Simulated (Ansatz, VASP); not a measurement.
SiC, level by level in two programs

```
Si C
1.0
     3.03413    0.00000    0.00000
    -1.51706    2.62763    0.00000
     0.00000    0.00000    9.93454
Si C
4 4
Direct
  0.00000 0.00000 0.18789
  0.00000 0.00000 0.68789
  0.33333 0.66667 0.43784
  0.66667 0.33333 0.93784
  0.00000 0.00000 0.00046
  0.00000 0.00000 0.50046
  0.33333 0.66667 0.24980
  0.66667 0.33333 0.74980
```

Single points on this cell with VASP 6.6.1 and Ansatz 0.2.0. Each row is one pair of runs. Alike in all rows: spin: off; k mesh: 10 × 10 × 3; smearing: fermi-dirac, width 0.05 eV.

```tsv
level	VASP's potentials, cutoff	Ansatz's potentials, cutoff	gap on the k mesh at the Fermi level (eV), VASP	gap on the k mesh at the Fermi level (eV), Ansatz	least direct gap on the mesh (eV), VASP	least direct gap on the mesh (eV), Ansatz	pressure (GPa), VASP	pressure (GPa), Ansatz
PBEsol+D3(BJ)	VASP PAW PBE potentials, release 64 (Si, C), 520 eV	Ansatz PAW, 420 eV	2.12	2.12	3.25	3.26	6.6	6.2
BLYP+D3(BJ)	VASP PAW PBE potentials, release 64 (Si, C), 520 eV	Ansatz PAW, 420 eV	2.55	2.54	3.68	3.66	8.4	7.8
LDA	VASP PAW LDA potentials, release 64 (Si, C), 520 eV	JTH PAW LDA, 780 eV	2.18	2.19	3.31	3.34	6.1	5.4
```

Gap on the k mesh at the fermi level (eV): the two programs differ by at most 0.012; least direct gap on the mesh (eV): the two programs differ by at most 0.029; pressure (GPa): the two programs differ by at most 0.78.

Noted on Ansatz's runs: odd divisions of the mesh miss points on the zone boundary, where band edges often lie, so the gap on the mesh can be too wide.
